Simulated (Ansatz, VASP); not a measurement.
## One calculation of Mo, two programs

```xyz
8
Lattice="4.2272 0.0000 0.0000 0.0000 4.2272 0.0000 0.0000 0.0000 27.9535" Properties=species:S:1:pos:R:3 pbc="T T T"
Mo    2.1136    0.0000   16.7491
Mo    4.2272    2.1136   16.7491
Mo    2.1136    2.1136   18.2666
Mo    0.0000    0.0000   18.2673
Mo    2.1136    0.0000   19.9851
Mo    0.0000    2.1136   19.9851
Mo    2.1136    2.1136   21.5027
Mo    0.0000    0.0000   21.5039
```

Alike in both runs: functional PBE; k mesh 8 × 8 × 1; occupations methfessel-paxton of order 1, width 0.1 eV; no spin polarisation.

Ansatz relaxed the structure, and its values are those at the end. VASP's run is a single point on that final structure, the one shown.

```csv
,VASP,Ansatz
version,VASP 6.6.1,Ansatz 0.2.0
potentials or method,"VASP PAW PBE potentials, release 64 (Mo_sv), cutoff 400 eV","scalar-relativistic, plane waves, PAW"
valence electrons in the cell,112,112
```

VASP gave:

| Item | Value |
| --- | --- |
| gap on the k mesh at the Fermi level (eV) | none |
| rms of the force components (eV/Å) | 0.020 |

Q: What did Ansatz give for the same quantities?

A: gap on the k mesh at the Fermi level (eV): none; rms of the force components (eV/Å): 0.002.

A gap of «none» marks a metal or a gap that the smearing closes. Ansatz's warnings: xc potential rough in thin density.
